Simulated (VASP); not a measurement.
## PbS: single point with PBEsol

The system is PbS, a slab with vacuum.

```
CELL_PARAMETERS angstrom
2.94050 -2.90000 0.00000
2.94050 2.90000 0.00000
-1.08005 0.00000 11.47510
ATOMIC_POSITIONS crystal
Pb 0.77560 0.77560 0.63638
Pb 0.22440 0.22440 0.36362
S 0.26840 0.26840 0.59860
S 0.73160 0.73160 0.40140
```

This cell differs from its parent crystal: zz strain of -2 %.

```yaml
Program: VASP 6.6.1
Task: single point
Functional: PBEsol
Potentials_or_basis: VASP PAW PBE potentials, release 64 (Pb_d, S)
Cutoff: 520 eV
k_mesh: 7 × 7 × 3
Occupations: fermi-dirac, width 0.01 eV
Spin: no spin polarisation
```

```yaml
Largest_force: 0.450 eV/Å
Band_gap_on_the_k_mesh: 1.37 eV
```

Forces on the atoms (eV/Å):
```
Pb  -0.001  0.000 -0.450
Pb   0.001  0.000  0.450
S   -0.004  0.000 -0.028
S    0.004  0.000  0.028
```

Levels at points of the mesh, in eV from the valence-band top:
```csv
k point,band 17,band 18,band 19,band 20,band 21,band 22,band 23,band 24
"(0.00, 0.00, 0.00)",-2.52,-1.44,-1.33,0.00,1.48,3.22,4.78,5.10
```

Run time: 4.1 min on 1 thread of AMD EPYC 7R13 Processor (Zen 3), with other jobs on the host, peak memory 0.38 GiB.

Caveat: the cell differs from its parent crystal (zz strain of -2 %); there is no dipole correction, which matters where the two faces differ; the PAW data sets were made with another functional, which shifts forces and pressure a little; spin-orbit coupling is left out, which moves the levels of the heavy elements.
